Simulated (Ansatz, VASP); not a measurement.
Two plane-wave programs on MgGeSb2

The input POSCAR:

```
MgGeSb2
1.0
    4.3125407050      0.0000000000      0.0000000000
    0.0000000000      4.3125407050      0.0000000000
    0.0000000000      0.0000000000      6.3625909507
Mg Sb Ge
1 2 1
Direct
    0.0000000000      0.0000000000      0.0000000000
    0.0000000000      0.5000000000      0.2607511146
    0.5000000000      0.0000000000      0.7392488854
    0.5000000000      0.5000000000      0.5000000000
```

INCAR.step1

```
SYSTEM = MgGeSb2
ALGO     = Normal         ! electronic algorithm
EDIFF    = 1E-4           ! SCF threshold, eV
ENCUT    = 520            ! plane-wave cutoff, eV
GGA      = PE             ! functional
ISMEAR   = -1             ! smearing method
LASPH    = .True.         ! aspherical terms in the spheres
LCHARG   = .False.        ! write CHGCAR
LREAL    = .False.        ! projectors in reciprocal space
LWAVE    = .True.         ! write WAVECAR
NBANDS   = 21             ! bands
NELM     = 60             ! most SCF steps
PREC     = Accurate       ! precision mode
SIGMA    = 0.02           ! smearing width, eV
```

File INCAR.step2:

```
SYSTEM = MgGeSb2
ALGO     = Normal         ! electronic algorithm
EDIFF    = 1E-7           ! SCF threshold, eV
ENCUT    = 520            ! plane-wave cutoff, eV
ISIF     = 2              ! what is computed and relaxed
ISMEAR   = -1             ! smearing method
ISTART   = 1            
LASPH    = .True.         ! aspherical terms in the spheres
LCHARG   = .False.        ! write CHGCAR
LMIXTAU  = .True.       
LREAL    = .False.        ! projectors in reciprocal space
LWAVE    = .False.        ! write WAVECAR
METAGGA  = R2SCAN         ! meta-GGA
NBANDS   = 21             ! bands
NELM     = 60             ! most SCF steps
PREC     = Accurate       ! precision mode
SIGMA    = 0.02           ! smearing width, eV
```

KPOINTS

```
k-points
0
Gamma
  6 6 4
  0 0 0
```

Input for Ansatz:

```yaml
crystal:
  lattice:
    - [4.312540705, 0.0, 0.0]
    - [0.0, 4.312540705, 0.0]
    - [0.0, 0.0, 6.3625909507]
  atoms:
    - { symbol: Mg, position: [0.0, 0.0, 0.0] }
    - { symbol: Sb, position: [0.0, 0.5, 0.2607511146] }
    - { symbol: Ge, position: [0.5, 0.5, 0.5] }
    - { symbol: Sb, position: [0.5, 0.0, 0.7392488854] }
kpoints:
  mp_grid: { grid: [6, 6, 4] }
hamiltonian:
  xc: r2scan
scf:
  occupations: { method: fermi_dirac, width: 0.02 }
  n_extra_bands: 5
output:
  forces: true
  stress: true
  eigenvalues: true
```

Alike in both runs: task single point; functional r2SCAN; k mesh 6 × 6 × 4; occupations fermi-dirac, width 0.02 eV; no spin polarisation.

|  | VASP | Ansatz |
| --- | --- | --- |
| version | VASP 6.6.1 | Ansatz 0.2.0 |
| potentials or method | VASP PAW PBE potentials, release 64 (Mg, Sb, Ge_d) | plane waves, PAW |
| plane-wave cutoff (eV) | 520 | 500 |
| valence electrons in the cell | 26 | 54 |

```tsv
	VASP	Ansatz	Ansatz less VASP
pressure (GPa)	3.2	3.1	-0.09
rms of the force components (eV/Å)	0.045	0.031	-0.0136
```

VASP's potentials were made for PBE, not for r2SCAN. The functional is the same, so the differences come from potentials, cutoffs and numerics. VASP's potentials hold 26 valence electrons a cell and Ansatz's 54, so a difference there can come from the potentials and not from the codes.

Neither program's run includes spin-orbit coupling.
